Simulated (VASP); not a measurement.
# Ru (Im-3m) in VASP: single point with r2SCAN

Aim: the single point of Ru with r2SCAN.

Program: VASP 6.6.1. These are calculated values, not measurements. Logs are shortened: lines on timing, memory, paths and dates and some standing lists are left out, and cuts for length are marked.

## 1. The cell of the first run

The structure is cubic, space group Im-3m (No. 229). The conventional cell has a = 3.011 Å, b = 3.011 Å, c = 3.011 Å, α = 90.00°, β = 90.00°, γ = 90.00°. Within 3.4 Å of Ru (site symmetry m-3m) lie 14 Ru at 2.61 to 3.01 Å.

## 2. Single point, r2SCAN

The input, POSCAR:

```
Ru
1.0
   -1.5052606682      1.5052606682      1.5052606682
    1.5052606682     -1.5052606682      1.5052606682
    1.5052606682      1.5052606682     -1.5052606682
Ru
1
Direct
    0.0000000000      0.0000000000      0.0000000000
```

The input, INCAR.step1:

```
SYSTEM = Ru
PREC     = Accurate       ! precision mode
ENCUT    = 520            ! plane-wave cutoff, eV
ISMEAR   = 0              ! smearing method
SIGMA    = 0.05           ! smearing width, eV
LREAL    = .FALSE.        ! projectors in reciprocal space
LASPH    = .TRUE.         ! aspherical terms in the spheres
NELM     = 100            ! most SCF steps
NBANDS   = 13             ! bands
GGA      = PE             ! functional
ALGO     = Normal         ! electronic algorithm
EDIFF    = 1E-4           ! SCF threshold, eV
LWAVE    = .TRUE.         ! write WAVECAR
LCHARG   = .FALSE.        ! write CHGCAR
```

The input, INCAR.step2:

```
SYSTEM = Ru
PREC     = Accurate       ! precision mode
ENCUT    = 520            ! plane-wave cutoff, eV
EDIFF    = 1E-7           ! SCF threshold, eV
ISMEAR   = 0              ! smearing method
SIGMA    = 0.05           ! smearing width, eV
LREAL    = .FALSE.        ! projectors in reciprocal space
LASPH    = .TRUE.         ! aspherical terms in the spheres
NELM     = 100            ! most SCF steps
ALGO     = Normal         ! electronic algorithm
ISIF     = 2              ! what is computed and relaxed
LWAVE    = .FALSE.        ! write WAVECAR
LCHARG   = .FALSE.        ! write CHGCAR
METAGGA  = R2SCAN         ! meta-GGA
LMIXTAU  = .TRUE.       
NBANDS   = 13             ! bands
ISTART   = 1
```

The input, KPOINTS:

```
Automatic mesh
0
G
  20 20 20
  0 0 0
```

Potentials or basis: VASP PAW PBE potentials, release 64 (Ru_pv).

The run is started by

```
cat potpaw_PBE.64/Ru_pv/POTCAR > POTCAR
cp INCAR.step1 INCAR
mpirun -np 1 vasp_std > vasp.out
cp INCAR.step2 INCAR
mpirun -np 1 vasp_std > vasp.out
```

OUTCAR:

```text
SYSTEM = Ru
   PREC = Accurate
   ENCUT = 520
   EDIFF = 1E-7
   ISMEAR = 0
   LREAL = .FALSE.
   LASPH = .TRUE.
   NELM = 100
   ISIF = 2
   METAGGA = R2SCAN
   ISTART = 1

 ion  position               nearest neighbor table
   1  0.000  0.000  0.000-

  LATTYP: Found a body centered cubic cell.
 ALAT       =     3.0105213364

  Lattice vectors:

 A1 = (  -1.5052606682,   1.5052606682,   1.5052606682)
 A2 = (   1.5052606682,  -1.5052606682,   1.5052606682)
 A3 = (   1.5052606682,   1.5052606682,  -1.5052606682)

Analysis of symmetry for initial positions (statically):
=====================================================================
 Subroutine PRICEL returns:
 Original cell was already a primitive cell.

 Routine SETGRP: Setting up the symmetry group for a
 body centered cubic supercell.

 Subroutine GETGRP returns: Found 48 space group operations
 (whereof 48 operations were pure point group operations)
 out of a pool of 48 trial point group operations.

The static configuration has the point symmetry O_h .

Analysis of symmetry for dynamics (positions and initial velocities):
=====================================================================
 Subroutine PRICEL returns:
 Original cell was already a primitive cell.

 Routine SETGRP: Setting up the symmetry group for a
 body centered cubic supercell.

 Subroutine GETGRP returns: Found 48 space group operations
 (whereof 48 operations were pure point group operations)
 out of a pool of 48 trial point group operations.

The dynamic configuration has the point symmetry O_h .

 Subroutine INISYM returns: Found 48 space group operations
 (whereof 48 operations are pure point group operations),
 and found     1 'primitive' translations

----------------------------------------------------------------------------------------

                                     Primitive cell

  volume of cell :      13.6425

  direct lattice vectors                    reciprocal lattice vectors
    -1.505260668  1.505260668  1.505260668     0.000000000  0.332168382  0.332168382
     1.505260668 -1.505260668  1.505260668     0.332168382  0.000000000  0.332168382
     1.505260668  1.505260668 -1.505260668     0.332168382  0.332168382  0.000000000

  length of vectors
     2.607187956  2.607187956  2.607187956     0.469757030  0.469757030  0.469757030

  position of ions in fractional coordinates (direct lattice)
     0.000000000  0.000000000  0.000000000

  ion indices of the primitive-cell ions
   primitive index   ion index
                 1           1

----------------------------------------------------------------------------------------

 KPOINTS: Automatic mesh

Automatic generation of k-mesh.
 Grid dimensions read from file:
 generate k-points for:   20   20   20

 Generating k-lattice:

  Cartesian coordinates                     Fractional coordinates (reciprocal lattice)
     0.000000000  0.016608419  0.016608419     0.050000000  0.000000000  0.000000000
     0.016608419  0.000000000  0.016608419     0.000000000  0.050000000  0.000000000
     0.016608419  0.016608419  0.000000000     0.000000000  0.000000000  0.050000000

  Length of vectors
     0.023487852  0.023487852  0.023487852

  Shift w.r.t. Gamma in fractional coordinates (k-lattice)
     0.000000000  0.000000000  0.000000000

 Subroutine IBZKPT returns following result:
 ===========================================

 Found    256 irreducible k-points:

 Following reciprocal coordinates:
            Coordinates               Weight
  0.000000  0.000000  0.000000      1.000000
  0.050000  0.000000  0.000000     12.000000
  0.100000  0.000000  0.000000     12.000000
  0.150000  0.000000  0.000000     12.000000
  0.200000  0.000000  0.000000     12.000000
  0.250000  0.000000  0.000000     12.000000
[... 16 lines left out ...]
  0.200000  0.100000 -0.000000     48.000000
  0.250000  0.100000  0.000000     48.000000
 [... further k-points ...]
   k-points           NKPTS =    256   k-points in BZ     NKDIM =    256   number of bands    NBANDS=     13
   number of dos      NEDOS =    301   number of ions     NIONS =      1
   total plane-waves  NPLWV =   8000
   dimension x,y,z NGX =    20 NGY =   20 NGZ =   20
   dimension x,y,z NGXF=    40 NGYF=   40 NGZF=   40
   ions per type =               1
   NGX,Y,Z   is equivalent  to a cutoff of  12.75, 12.75, 12.75 a.u.
   NGXF,Y,Z  is equivalent  to a cutoff of  25.51, 25.51, 25.51 a.u.
 SYSTEM =  Ru
   PREC   = accura    normal or accurate (medium, high low for compatibility)
   ISTART =      1    job   : 0-new  1-cont  2-samecut
   ICHARG =      0    charge: 1-file 2-atom 10-const
   ISPIN  =      1    spin polarized calculation?
   LNONCOLLINEAR =      F non collinear calculations
   LSORBIT =      F    spin-orbit coupling
   LASPH  =      T    aspherical Exc in radial PAW
   ENCUT  =  520.0 eV  38.22 Ry    6.18 a.u.   4.85  4.85  4.85*2*pi/ulx,y,z
   NELM   =    100;   NELMIN=  2; NELMDL=  0     # of ELM steps
   EDIFF  = 0.1E-06   stopping-criterion for ELM
   LREAL  =      F    real-space projection
   EDIFFG = 0.1E-05   stopping-criterion for IOM
   NSW    =      0    number of steps for IOM
   IBRION =     -1    ionic relax: 0-MD 1-quasi-New 2-CG
   NFREE  =      0    steps in history (QN), initial steepest desc. (CG)
   ISIF   =      2    stress and relaxation
   ISYM   =      2    0-nonsym 1-usesym 2-fastsym
   POTIM  = 0.5000    time-step for ionic-motion
   TEBEG  =    0.0;   TEEND  =   0.0 temperature during run
   PSTRESS=    0.0 pullay stress
   NELECT =      14.0000    total number of electrons
   NUPDOWN=      -1.0000    fix difference up-down
   EMIN   =  10.00;   EMAX   =-10.00  energy-range for DOS
   EFERMI =   0.00;   METHOD = LEGACY
   ISMEAR =     0;   SIGMA  =   0.05  broadening in eV -4-tet -1-fermi 0-gaus
   EFERMI_NEDOS =   21; number of points for ismear=-14 and -15
   IALGO  =     38    algorithm
   IMIX   =      4    mixing-type and parameters
     AMIX     =   0.40;   BMIX     =  1.00
     AMIX_MAG =   1.60;   BMIX_MAG =  1.00
  volume/ion in A,a.u.               =      13.64        92.06
  Fermi-wavevector in a.u.,A,eV,Ry     =   1.651274  3.120455 37.099083  2.726706
  Thomas-Fermi vector in A             =   2.740081
   LORBIT       =      0    0 simple, 1 ext, 2 COOP (PROOUT), +10 PAW based schemes
   METAGGA = R2SCAN    functional components
   LHFCALC =     F    Hartree Fock is set to
   AEXX    =    0.0000 exact exchange contribution
   IVDW    =     0    specifies the selected vdW correction
   LEPSILON=     F    determine dielectric tensor
   LRPA    =     F    only Hartree local field effects (RPA)
 non-spin polarized calculation
 Gauss-broadening in eV      SIGMA  =   0.05
  energy-cutoff  :      520.00
  volume of cell :       13.64
 maximum number of plane-waves:       378
   NGX =  9   NGY =  9   NGZ =  9

 number of electron      13.9999994 magnetization

 Free energy of the ion-electron system (eV)
  ---------------------------------------------------
  ext. energy  EPLUGINS =         0.00000000
  ---------------------------------------------------
  free energy    TOTEN  =       -24.76538810 eV

  energy without entropy =      -24.76299353  energy(sigma->0) =      -24.76419082

 E-fermi :  12.8166     XC(G=0): -15.3554

 val. band max:       12.8156807108   @ k =   0.4000   0.0500   0.0000
 cond. band min:      12.8248185182   @ k =   0.2000   0.2000   0.1000
 fundamental gap:      0.0091378073
 Fermi energy:        12.8166105157

 k-point     1 :       0.0000    0.0000    0.0000
  band No.  band energies     occupation
      1     -31.1253      2.00000
      2     -31.1253      2.00000
      3     -31.1253      2.00000
      4       4.3174      2.00000
      5       9.7543      2.00000
      6       9.7543      2.00000
      7       9.7543      2.00000
      8      12.7444      1.95887
      9      12.7444      1.95887
     10      21.2583      0.00000
     11      30.7974      0.00000
     12      30.7974      0.00000
     13      30.7974      0.00000

 k-point     2 :       0.0500    0.0000    0.0000
  band No.  band energies     occupation
      1     -31.1550      2.00000
      2     -31.1347      2.00000
      3     -31.1254      2.00000
      4       4.4364      2.00000
      5       9.6987      2.00000
      6       9.7509      2.00000
      7       9.8561      2.00000
      8      12.6689      1.99997
      9      12.7476      1.94918
     10      21.2583      0.00000
     11      30.8644      0.00000
     12      30.9322      0.00000
     13      30.9815      0.00000

 k-point     3 :       0.1000    0.0000    0.0000
  band No.  band energies     occupation
      1     -31.2405      2.00000
      2     -31.1618      2.00000
      3     -31.1258      2.00000
      4       4.7797      2.00000
      5       9.5410      2.00000
      6       9.7343      2.00000
      7      10.1578      2.00000
      8      12.4847      2.00000
      9      12.7592      1.89560
     10      21.2583      0.00000
     11      31.0137      0.00000
     12      31.2425      0.00000
     13      31.5219      0.00000

 k-point     4 :       0.1500    0.0000    0.0000
  band No.  band energies     occupation
      1     -31.3722      2.00000
      2     -31.2039      2.00000
      3     -31.1264      2.00000
      4       5.3001      2.00000
      5       9.3046      2.00000
      6       9.6992      2.00000
      7      10.6471      2.00000
      8      12.2948      2.00000
      9      12.7844      1.63765
     10      21.2583      0.00000
     11      31.0779      0.00000
     12      31.4500      0.00000
     13      32.3851      0.00000

 k-point     5 :       0.2000    0.0000    0.0000
  band No.  band energies     occupation
      1     -31.5357      2.00000
      2     -31.2565      2.00000
      3     -31.1272      2.00000
      4       5.8935      2.00000
      5       9.0213      2.00000
      6       9.6993      2.00000
      7      11.3021      2.00000
      8      12.1990      2.00000
      9      12.8288      0.72979
     10      21.2583      0.00000
     11      30.8167      0.00000
     12      31.1686      0.00000
     13      33.5206      0.00000
[... 257 lines left out ...]
 k-point    22 :       0.1500    0.1000    0.0000
  band No.  band energies     occupation
      1     -31.5901      2.00000
      2     -31.2532      2.00000
      3     -31.1621      2.00000
      4       6.1856      2.00000
      5       9.0679      2.00000
      6       9.3327      2.00000
      7      11.7691      2.00000
      8      12.0197      2.00000
      9      12.9863      0.00000
     10      21.2584      0.00000
     11      30.9481      0.00000
     12      31.2700      0.00000
     13      33.1055      0.00000

 k-point    23 :       0.2000    0.1000   -0.0000
  band No.  band energies     occupation
      1     -31.7474      2.00000
      2     -31.3169      2.00000
      3     -31.1662      2.00000
      4       6.6746      2.00000
      5       8.7767      2.00000
      6       9.4355      2.00000
      7      12.0241      2.00000
      8      12.6360      2.00000
      9      13.1184      0.00000
     10      21.2584      0.00000
     11      30.1519      0.00000
     12      30.3541      0.00000
     13      34.1623      0.00000

 k-point    24 :       0.2500    0.1000    0.0000
  band No.  band energies     occupation
      1     -31.9009      2.00000
      2     -31.3830      2.00000
      3     -31.1688      2.00000
      4       6.8618      2.00000
      5       8.5013      2.00000
      6       9.9043      2.00000
      7      12.1598      2.00000
      8      13.1453      0.00000
      9      13.7107      0.00000
     10      21.2583      0.00000
     11      28.6799      0.00000
     12      29.5060      0.00000
     13      34.8260      0.00000

 [... further k-points ...]

------------------------ aborting loop because EDIFF is reached ----------------------------------------

  FORCE on cell =-STRESS in cart. coord.  units (eV):
  Direction    XX          YY          ZZ          XY          YZ          ZX
  --------------------------------------------------------------------------------------
  -------------------------------------------------------------------------------------
  Total        0.6992228      0.6992228      0.6992228     -0.0000000      0.0000000      0.0000000
  in kB       82.1166113     82.1166113     82.1166113     -0.0000000      0.0000000      0.0000000
  external PRESSURE =      82.1166113 kB  Pullay stress =       0.0000000 kB

 VOLUME and BASIS-vectors are now :
 -----------------------------------------------------------------------------
  energy-cutoff  :      520.00
  volume of cell :       13.64
      direct lattice vectors                 reciprocal lattice vectors
    -1.505260668  1.505260668  1.505260668     0.000000000  0.332168382  0.332168382
     1.505260668 -1.505260668  1.505260668     0.332168382  0.000000000  0.332168382
     1.505260668  1.505260668 -1.505260668     0.332168382  0.332168382  0.000000000

 POSITION                                       TOTAL-FORCE (eV/Angst)
 -----------------------------------------------------------------------------------
      0.00000      0.00000      0.00000        -0.000000      0.000000      0.000000
 -----------------------------------------------------------------------------------
    total drift:                                0.000000     -0.000000      0.000000

  FREE ENERGIE OF THE ION-ELECTRON SYSTEM (eV)
  ---------------------------------------------------
  free  energy   TOTEN  =       -24.7653880993 eV

  energy  without entropy=      -24.7629935331  energy(sigma->0) =      -24.76419082
```

Run time: 63 s. Hardware: 1 thread of Intel Xeon 6975P-C (Granite Rapids), shared host; peak memory 0.16 GiB.

Results:

```yaml
Free_energy: -24.7654 eV
Pressure: 8.2 GPa
Band_gap_on_the_k_mesh: zero (band 7 reaches 14.73 eV, above the bottom of band 8 at 10.93 eV)
```

Levels at points of the mesh, in eV from the Fermi level:
```tsv
k point	band 5	band 6	band 7	band 8	band 9	band 10
(0.00, 0.00, 0.00)	-3.06	-3.06	-3.06	-0.07	-0.07	8.44
(0.50, 0.00, 0.00)	-4.96	-0.10	0.44	1.24	2.56	8.44
(0.50, 0.50, 0.50)	-6.77	1.91	1.91	1.91	8.44	9.94
```

Caveat: the PAW data sets were made with another functional, which shifts forces and pressure a little.
